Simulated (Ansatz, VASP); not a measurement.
# SiC: VASP and Ansatz over several settings

```
CELL_PARAMETERS angstrom
3.05317 0.00000 0.00000
-1.52659 2.64412 0.00000
0.00000 0.00000 14.96497
ATOMIC_POSITIONS crystal
Si 0.66667 0.33333 0.45830
Si 0.33333 0.66667 0.95830
Si 0.66667 0.33333 0.79170
Si 0.33333 0.66667 0.29170
Si 0.00000 0.00000 0.62500
Si 0.00000 0.00000 0.12500
C 0.66667 0.33333 0.33330
C 0.33333 0.66667 0.83330
C 0.66667 0.33333 0.66670
C 0.33333 0.66667 0.16670
C 0.00000 0.00000 0.50000
C 0.00000 0.00000 0.00000
```

Single points on this cell with VASP 6.6.1 and Ansatz 0.2.0. Each row is one pair of runs. Alike in all rows: spin: off; k mesh: 10 × 10 × 2; smearing: fermi-dirac, width 0.05 eV.

| level | VASP's potentials, cutoff | Ansatz's potentials, cutoff | gap on the k mesh at the Fermi level (eV), VASP | gap on the k mesh at the Fermi level (eV), Ansatz | least direct gap on the mesh (eV), VASP | least direct gap on the mesh (eV), Ansatz |
| --- | --- | --- | --- | --- | --- | --- |
| b88 exchange, pbe correlation | VASP PAW PBE potentials, release 64 (Si, C), 600 eV | Ansatz PAW, 420 eV | 2.02 | 2.02 | 3.12 | 3.13 |
| revPBE | VASP PAW PBE potentials, release 64 (Si, C), 520 eV | Ansatz PAW, 420 eV | 2.02 | 2.02 | 3.11 | 3.12 |
| PBEsol | VASP PAW PBE potentials, release 64 (Si, C), 520 eV | PseudoDojo standard (PBEsol files), 1116 eV | 1.90 | 1.91 | 3.01 | 3.02 |

Gap on the k mesh at the fermi level (eV): the two programs differ by at most 0.007; least direct gap on the mesh (eV): the two programs differ by at most 0.012.
